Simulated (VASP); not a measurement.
# Cs in VASP: single point with PBEsol

Aim: the single point of Cs with PBEsol.

Program: VASP 6.6.1. These are calculated values, not measurements. Logs are shortened: lines on timing, memory, paths and dates and some standing lists are left out, and cuts for length are marked.

### Step 1. The cell of the first run

The cell holds a slab with vacuum, 5 atoms: a = 5.235 Å, b = 8.549 Å, c = 29.871 Å, α = 90.00°, β = 90.00°, γ = 90.00°.

### Step 2. Single point, PBEsol

INCAR

```
PREC = Accurate ; ENCUT = 520
EDIFF = 1E-6 ; ISMEAR = 0
SIGMA = 0.1 ; LREAL = F
LASPH = T ; NELM = 80
ALGO = Normal ; ISIF = 2
LWAVE = F ; LCHARG = F
LDIPOL = T ; IDIPOL = 3
DIPOL = 0.5 0.5 0.500 ; GGA = PS
NBANDS = 30
```

KPOINTS

```
regular mesh
0
Gamma
  5 3 1
```

POSCAR

```
Cs
1.0
    5.2351235700      0.0000000000      0.0000000000
    0.0000000000      8.5489209800      0.0000000000
    0.0000000000      0.0000000000     29.8714438112
Cs
5
Direct
    0.3333333300      0.5000000000      0.3347678828
    0.6666666700      0.0000000000      0.4173839461
    0.0000000000      0.5000000000      0.5000000000
    0.3333333300      0.0000000000      0.5826160539
    0.6666666700      0.5000000000      0.6652321172
```

Potentials or basis: VASP PAW PBE potentials, release 64 (Cs_sv).

Started as:

```bash
$ cat potpaw_PBE.64/Cs_sv/POTCAR > POTCAR
$ mpirun -np 1 vasp_std > vasp.out
```

OUTCAR:

```text
PREC = Accurate
   ENCUT = 520
   EDIFF = 1E-6
   ISMEAR = 0
   LREAL = F
   LASPH = T
   NELM = 80
   ISIF = 2
   GGA = PS

 ion  position               nearest neighbor table
   1  0.333  0.500  0.335-
   2  0.667  0.000  0.417-
   3  0.000  0.500  0.500-
   4  0.333  0.000  0.583-
   5  0.667  0.500  0.665-

  LATTYP: Found a simple orthorhombic cell.
 ALAT       =     5.2351235700
 B/A-ratio  =     1.6329931597
 C/A-ratio  =     5.7059672827

  Lattice vectors:

 A1 = (   5.2351235700,   0.0000000000,   0.0000000000)
 A2 = (   0.0000000000,   8.5489209800,   0.0000000000)
 A3 = (   0.0000000000,   0.0000000000,  29.8714438112)

Analysis of symmetry for initial positions (statically):
=====================================================================
 Subroutine PRICEL returns:
 Original cell was already a primitive cell.

 Routine SETGRP: Setting up the symmetry group for a
 simple orthorhombic supercell.

 Subroutine GETGRP returns: Found  4 space group operations
 (whereof  4 operations were pure point group operations)
 out of a pool of  8 trial point group operations.

The static configuration has the point symmetry C_2h.

Analysis of symmetry for dynamics (positions and initial velocities):
=====================================================================
 Subroutine PRICEL returns:
 Original cell was already a primitive cell.

 Routine SETGRP: Setting up the symmetry group for a
 simple orthorhombic supercell.

 Subroutine GETGRP returns: Found  4 space group operations
 (whereof  4 operations were pure point group operations)
 out of a pool of  8 trial point group operations.

The dynamic configuration has the point symmetry C_2h.

 Subroutine INISYM returns: Found  4 space group operations
 (whereof  4 operations are pure point group operations),
 and found     1 'primitive' translations

----------------------------------------------------------------------------------------

                                     Primitive cell

  volume of cell :    1336.8862
[... 76 lines left out ...]
   EDIFF  = 0.1E-05   stopping-criterion for ELM
   LREAL  =      F    real-space projection
   EDIFFG = 0.1E-04   stopping-criterion for IOM
   NSW    =      0    number of steps for IOM
   IBRION =     -1    ionic relax: 0-MD 1-quasi-New 2-CG
   NFREE  =      0    steps in history (QN), initial steepest desc. (CG)
   ISIF   =      2    stress and relaxation
   ISYM   =      2    0-nonsym 1-usesym 2-fastsym
   POTIM  = 0.5000    time-step for ionic-motion
   TEBEG  =    0.0;   TEEND  =   0.0 temperature during run
   PSTRESS=    0.0 pullay stress
   NELECT =      45.0000    total number of electrons
   NUPDOWN=      -1.0000    fix difference up-down
   EMIN   =  10.00;   EMAX   =-10.00  energy-range for DOS
   EFERMI =   0.00;   METHOD = LEGACY
   ISMEAR =     0;   SIGMA  =   0.10  broadening in eV -4-tet -1-fermi 0-gaus
   EFERMI_NEDOS =   21; number of points for ismear=-14 and -15
   IALGO  =     38    algorithm
   IMIX   =      4    mixing-type and parameters
     AMIX     =   0.40;   BMIX     =  1.00
     AMIX_MAG =   1.60;   BMIX_MAG =  1.00
  volume/ion in A,a.u.               =     267.38      1804.35
  Fermi-wavevector in a.u.,A,eV,Ry     =   0.528584  0.998879  3.801485  0.279401
  Thomas-Fermi vector in A             =   1.550283
   LORBIT       =      0    0 simple, 1 ext, 2 COOP (PROOUT), +10 PAW based schemes
   GGA     = PS    functional components
   LHFCALC =     F    Hartree Fock is set to
   AEXX    =    0.0000 exact exchange contribution
   IVDW    =     0    specifies the selected vdW correction
   LEPSILON=     F    determine dielectric tensor
   LRPA    =     F    only Hartree local field effects (RPA)
 non-spin polarized calculation
 Gauss-broadening in eV      SIGMA  =   0.10
  energy-cutoff  :      520.00
  volume of cell :     1336.89
 maximum number of plane-waves:     36015
 NGX is ok and might be reduce to    40
   NGX = 19   NGY = 31   NGZ =111

 dipolmoment           0.000000      0.000000     -0.000000 electrons x Angstroem

 number of electron      45.0000006 magnetization

 dipolmoment           0.000000      0.000000      0.000000 electrons x Angstroem

 Free energy of the ion-electron system (eV)
  ---------------------------------------------------
  ext. energy  EPLUGINS =         0.00000000
  ---------------------------------------------------
  free energy    TOTEN  =        -4.23988573 eV

  energy without entropy =       -4.21697978  energy(sigma->0) =       -4.22843275

 E-fermi :  -0.9458     XC(G=0):  -2.7917

 val. band max:       -0.9657982810   @ k =   0.2000   0.0000   0.0000
 cond. band min:      -0.7983829398   @ k =   0.2000   0.3333   0.0000
 fundamental gap:      0.1674153412
 Fermi energy:        -0.9458420572

 k-point     1 :       0.0000    0.0000    0.0000
  band No.  band energies     occupation
      1     -25.0914      2.00000
      2     -25.0914      2.00000
      3     -24.8160      2.00000
      4     -24.8139      2.00000
      5     -24.6946      2.00000
      6     -11.8906      2.00000
[... 187 lines left out ...]
     29       0.1691      0.00000
     30       0.2668      0.00000

------------------------ aborting loop because EDIFF is reached ----------------------------------------

 vacuum level on the upper side and lower side of the slab       (xc-potential included)        -0.139        -0.139

  FORCE on cell =-STRESS in cart. coord.  units (eV):
  Direction    XX          YY          ZZ          XY          YZ          ZX
  --------------------------------------------------------------------------------------
  -------------------------------------------------------------------------------------
  Total       -0.3333095     -0.3197722     -0.2821224      0.0000000      0.0000000      0.0866313
  in kB       -0.3994512     -0.3832277     -0.3381066      0.0000000      0.0000000      0.1038224
  external PRESSURE =      -0.3735952 kB  Pullay stress =       0.0000000 kB

 VOLUME and BASIS-vectors are now :
 -----------------------------------------------------------------------------
  energy-cutoff  :      520.00
  volume of cell :     1336.89
      direct lattice vectors                 reciprocal lattice vectors
     5.235123570  0.000000000  0.000000000     0.191017459  0.000000000  0.000000000
     0.000000000  8.548920980  0.000000000     0.000000000  0.116973827  0.000000000
     0.000000000  0.000000000 29.871443811     0.000000000  0.000000000  0.033476788

 POSITION                                       TOTAL-FORCE (eV/Angst)
 -----------------------------------------------------------------------------------
      1.74504      4.27446     10.00000        -0.020836     -0.000000      0.021795
      3.49008      0.00000     12.46786         0.023743      0.000000      0.008493
      0.00000      4.27446     14.93572         0.000000      0.000000      0.000000
      1.74504      0.00000     17.40358        -0.023743      0.000000     -0.008493
      3.49008      4.27446     19.87144         0.020836      0.000000     -0.021795
 -----------------------------------------------------------------------------------
    total drift:                                0.000000      0.000000      0.000000

  FREE ENERGIE OF THE ION-ELECTRON SYSTEM (eV)
  ---------------------------------------------------
  free  energy   TOTEN  =        -4.2398857260 eV

  energy  without entropy=       -4.2169797759  energy(sigma->0) =       -4.22843275

 vacuum level on the upper side and lower side of the slab         0.968         0.968
```

OSZICAR:

```text
N       E                     dE             d eps       ncg     rms          rms(c)
DAV:   1     0.391113224964E+03    0.39111E+03   -0.12785E+04   416   0.952E+02
DAV:   2     0.838583120573E+02   -0.30725E+03   -0.30249E+03   552   0.171E+02
DAV:   3    -0.588646224255E-01   -0.83917E+02   -0.83617E+02   414   0.876E+01
[... 15 lines left out ...]
DAV:  19    -0.423987948556E+01   -0.19466E-05   -0.51366E-07   338   0.168E-03    0.434E-04
DAV:  20    -0.423988159005E+01   -0.21045E-05   -0.32984E-07   298   0.916E-04    0.280E-04
DAV:  21    -0.423988331686E+01   -0.17268E-05   -0.12590E-07   294   0.716E-04    0.125E-04
DAV:  22    -0.423988521197E+01   -0.18951E-05   -0.12624E-07   298   0.393E-04    0.710E-05
DAV:  23    -0.423988572600E+01   -0.51403E-06   -0.52120E-09   264   0.167E-04
   1 F= -.42398857E+01 E0= -.42284328E+01  d E =-.229060E-01
```

stdout:

```text
POSCAR found type information on POSCAR Cs
 POSCAR found :  1 types and       5 ions
 scaLAPACK will be used
 -----------------------------------------------------------------------------
|                                                                             |
|                                                                             |
|     You enforced a specific xc type in the INCAR file but a different       |
|     I HOPE YOU KNOW WHAT YOU ARE DOING!                                     |
|                                                                             |
 -----------------------------------------------------------------------------

 LDA part: xc-table for (Slater+PW92), standard interpolation
 POSCAR, INCAR and KPOINTS ok, starting setup
 FFT: planning ... GRIDC
 FFT: planning ... GRID_SOFT
 FFT: planning ... GRID
 WAVECAR not read
 entering main loop
```

Wall time 9.8 min (1 thread of AMD EPYC 7R13 (Zen 3), shared host); peak memory 0.98 GiB.

What came out:

| Quantity | Value |
| --- | --- |
| Free energy | -4.2399 eV |
| Largest force | 0.030 eV/Å |

Forces on the atoms (eV/Å):
```
Cs  -0.021  0.000  0.022
Cs   0.024  0.000  0.008
Cs   0.000  0.000  0.000
Cs  -0.024  0.000 -0.008
Cs   0.021  0.000 -0.022
```

Caveat: the PAW data sets were made with another functional, which shifts forces and pressure a little; spin-orbit coupling is left out, which moves the levels of the heavy elements.
